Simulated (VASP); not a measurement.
Set up this calculation in VASP 6.6.1, as the native input.

```
Task                   : single point
Functional             : PBE
Dispersion             : D3(BJ)
Potentials or basis    : VASP PAW PBE potentials, release 64 (Al, H)
Cutoff                 : 520 eV
k mesh                 : 6 × 6 × 1
Occupations            : gaussian, width 0.1 eV
Spin                   : no spin polarisation
Dipole correction      : yes
Further INCAR settings : ALGO = Normal; EDIFF = 1e-07; NBANDS = 30
```

The structure of Al12H lies in POSCAR:

```
Al12H
1.0
    5.6314608525      0.0000000000      0.0000000000
   -2.8157304263      4.8769881587      0.0000000000
    0.0000000000      0.0000000000     21.5684292007
Al H
12 1
Direct
    0.3333333333      0.1666666667      0.1854562501
    0.3333333333      0.6666666667      0.1854562501
    0.8333333333      0.1666666667      0.1854562501
    0.8333333333      0.6666666667      0.1854562501
    0.1666666667      0.3333333333      0.2913950739
    0.1666666667      0.8333333333      0.2913950739
    0.6666666667      0.3333333333      0.2913950739
    0.6666666667      0.8333333333      0.2913950739
    0.0000000000      0.0000000000      0.3972671872
    0.0000000000      0.5000000000      0.3972671872
    0.5000000000      0.0000000000      0.3972671872
    0.5000000000      0.5000000000      0.3972671872
    0.1666666667      0.3333333333      0.5363593748
```

One way to write it, as run:

INCAR

```
SYSTEM = Al12H
ALGO = Normal ; DIPOL = 0.5 0.5 0.310
EDIFF = 1E-7 ; ENCUT = 520
GGA = PE ; IDIPOL = 3
ISIF = 2 ; ISMEAR = 0
IVDW = 12 ; LASPH = .True.
LCHARG = .False. ; LDIPOL = .True.
LREAL = .False. ; LWAVE = .False.
NBANDS = 30 ; NELM = 100
PREC = Accurate ; SIGMA = 0.1
```

KPOINTS

```
k-points
0
Gamma
  6 6 1
  0 0 0
```

Potentials or basis: VASP PAW PBE potentials, release 64 (Al, H).

Launch:

```console
$ cat potpaw_PBE.64/Al/POTCAR potpaw_PBE.64/H/POTCAR > POTCAR
$ mpirun -np 1 vasp_std > vasp.out
```

It gave:

| Item | Value |
| --- | --- |
| Largest force | 0.887 eV/Å |
| Band gap on the k mesh | zero (an odd number of electrons rules out a gap without spin polarisation) |
| Dispersion energy per atom | -0.224 eV |

Run time: 5.3 min on 1 thread of AMD EPYC 7R13 Processor (Zen 3) (shared host), peak memory 0.6 GiB.
